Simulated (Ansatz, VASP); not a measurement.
Two plane-wave programs on Sb

File INCAR:

```
PREC = Accurate ; ENCUT = 520
EDIFF = 1E-7 ; ISMEAR = 0
SIGMA = 0.15 ; LREAL = F
LASPH = T ; NELM = 80
ALGO = Normal ; ISIF = 2
LWAVE = F ; LCHARG = T
GGA = PS ; LELF = T
LVHAR = T ; NBANDS = 8
```

File KPOINTS:

```
Automatic mesh
0
Gamma
  18 18 18
```

Contents of POSCAR:

```
Sb
1.0
    0.0000000000      2.3712425216      2.3712425216
    2.5787262422      0.0000000000      2.3712425216
    2.5787262422      2.3712425216      0.0000000000
Sb
1
Direct
    0.0000000000      0.0000000000      0.0000000000
```

Input for Ansatz:

```yaml
crystal:
  lattice:
    - [0.0, 2.3712425216, 2.3712425216]
    - [2.5787262422, 0.0, 2.3712425216]
    - [2.5787262422, 2.3712425216, 0.0]
  atoms:
    - { symbol: Sb, position: [0.0, 0.0, 0.0] }
basis:
  ecutwfc: 420
kpoints:
  mp_grid: { grid: [18, 18, 18] }
hamiltonian:
  xc: pbesol
scf:
  occupations: { method: gaussian, width: 0.15 }
output:
  forces: true
  stress: true
  eigenvalues: true
```

Change from the starting cell: strain +0.0875 x Voigt [1, 0, 0, 0, 0, 0], atoms carried along.

Alike in both runs: task single point; functional PBEsol; k mesh 18 × 18 × 18; occupations gaussian, width 0.15 eV; no spin polarisation.

|  | VASP | Ansatz |
| --- | --- | --- |
| version | VASP 6.6.1 | Ansatz 0.2.0 |
| potentials or method | VASP PAW PBE potentials, release 64 (Sb), cutoff 520 eV | scalar-relativistic, plane waves, PAW |
| valence electrons in the cell | 5 | 15 |

```tsv
	VASP	Ansatz	Ansatz less VASP
gap on the k mesh at the Fermi level (eV)	none	none	-
pressure (GPa)	-5.4	-5.4	+0.04
traceless stress, the component that is largest in VASP (GPa)	0.85	0.86	+0.008
```

VASP's potentials were made for PBE, not for PBEsol. A gap of «none» marks a metal or a gap that the smearing closes. With one functional, cell and mesh, what is left measures potentials, basis and numerics. VASP's potentials hold 5 valence electrons a cell and Ansatz's 15, so a difference there can come from the potentials and not from the codes.

Spin-orbit coupling is off throughout.
